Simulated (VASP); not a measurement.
Here is a VASP 6.6.1 calculation.

The input INCAR:

```
SYSTEM = Rb
ALGO     = Fast           ! electronic algorithm
EDIFF    = 1E-6           ! SCF threshold, eV
ENCUT    = 520            ! plane-wave cutoff, eV
GGA      = PE             ! functional
ISIF     = 2              ! what is computed and relaxed
ISMEAR   = 0              ! smearing method
IVDW     = 12             ! dispersion correction
LASPH    = .True.         ! aspherical terms in the spheres
LCHARG   = .True.         ! write CHGCAR
LELF     = .True.         ! ELF
LREAL    = .False.        ! projectors in reciprocal space
LVHAR    = .True.       
LWAVE    = .False.        ! write WAVECAR
NBANDS   = 16             ! bands
NELM     = 60             ! most SCF steps
PREC     = Accurate       ! precision mode
SIGMA    = 0.15           ! smearing width, eV
```

KPOINTS

```
k-points
0
Gamma
  12 12 6
  0 0 0
```

File POSCAR:

```
Rb
1.0
    2.3580605989     -4.1268297723      0.0000000000
    2.3580605989      4.1268297723      0.0000000000
    0.0000000000      0.0000000000      8.1450454096
Rb
2
Direct
    0.8359965595      0.1640034405      0.7500000000
    0.1640034405      0.8359965595      0.2500000000
```

Potentials or basis: VASP PAW PBE potentials, release 64 (Rb_sv).

Launch:

```console
$ cat potpaw_PBE.64/Rb_sv/POTCAR > POTCAR
$ mpirun -np 1 vasp_std > vasp.out
```

Question: Estimate the band gap on the k mesh.

Answer: Zero (bands 9 and 10 overlap by 2.56 eV).

Question: Estimate the dispersion energy per atom.

Answer: -0.116 eV.

Stress tensor (GPa, compression positive):
```
0.41 0.00 0.00
0.00 0.39 0.00
0.00 0.00 0.09
```
